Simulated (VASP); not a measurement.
Input of a VASP 6.6.1 run:

Contents of INCAR:

```
ALGO     = Normal         # electronic algorithm
EDIFF    = 1E-6           # SCF threshold, eV
EDIFFG   = -0.05          # ionic threshold
ENCUT    = 600            # plane-wave cutoff, eV
GGA      = PS             # functional
IBRION   = 2              # ionic algorithm
ISIF     = 3              # what is computed and relaxed
ISMEAR   = 0              # smearing method
LASPH    = True           # aspherical terms in the spheres
LCHARG   = False          # write CHGCAR
LREAL    = False          # projectors in reciprocal space
LWAVE    = False          # write WAVECAR
NELM     = 100            # most SCF steps
NSW      = 80             # ionic steps
PREC     = Accurate       # precision mode
PSTRESS  = 1480.0       
SIGMA    = 0.1            # smearing width, eV
```

File KPOINTS:

```
k-points
0
Gamma
  9 9 9
```

POSCAR

```
Se
1.0
    1.9250000000      1.1113992682      0.8816666667
   -1.9250000000      1.1113992682      0.8816666667
    0.0000000000     -2.2227985364      0.8816666667
Se
1
Direct
    0.0000000000      0.0000000000      0.0000000000
```

Potentials or basis: VASP PAW PBE potentials, release 64 (Se).

Run with:

```console
$ cat potpaw_PBE.64/Se/POTCAR > POTCAR
$ mpirun -np 1 vasp_std > vasp.out
```

Question: Predict the relaxed volume.

Answer: 11.39 Å³/atom.

Question: Estimate the space group after relaxing (to 0.1 Å).

Answer: R-3m (No. 166).

Question: What does it give for the band gap on the k mesh?

Answer: Zero (bands 3 and 4 overlap by 14.27 eV).

Final structure:
```
Se
1.0
     1.91026    1.10289    0.90113
    -1.91026    1.10289    0.90113
     0.00000   -2.20578    0.90113
Se
1
Direct
  0.00000 0.00000 0.00000
```

Caveat: the cell is relaxed towards a set pressure, so the run minimises the enthalpy, not the energy; the PAW data sets were made with another functional, which shifts forces and pressure a little. Zero-point motion and thermal expansion aren't in these numbers.
